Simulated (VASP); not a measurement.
A run of VASP 6.6.1 is set up as follows.

Contents of INCAR:

```
  ALGO = Normal
  EDIFF = 1E-6
  ENCUT = 520
  GGA = PE
  ISIF = 2
  ISMEAR = -1
  LASPH = True
  LCHARG = False
  LREAL = False
  LWAVE = False
  NBANDS = 36
  NELM = 100
  PREC = Accurate
  SIGMA = 0.05
```

Contents of KPOINTS:

```
k-points
0
Gamma
  9 9 3
```

Contents of POSCAR:

```
Pb
1.0
    3.4767337338      0.0000000000      0.0000000000
   -1.7383668669      3.0109397357      0.0000000000
    0.0000000000      0.0000000000     11.3398816597
Pb
4
Direct
    0.6666666667      0.3333333333      0.7500000000
    0.0000000000      0.0000000000      0.5000000000
    0.3333333333      0.6666666667      0.2500000000
    0.0000000000      0.0000000000      0.0000000000
```

Potentials or basis: VASP PAW PBE potentials, release 64 (Pb_d).

The run is started by

```bash
$ cat potpaw_PBE.64/Pb_d/POTCAR > POTCAR
$ mpirun -np 1 vasp_std > vasp.out
```

(1) What does it give for the pressure?

(2) What does it give for the band gap on the k mesh?

Answers

(1) 3.3 GPa.

(2) zero (band 28 reaches 13.31 eV, above the bottom of band 29 at 5.39 eV).

Caveat: spin-orbit coupling is left out, which moves the levels of the heavy elements.
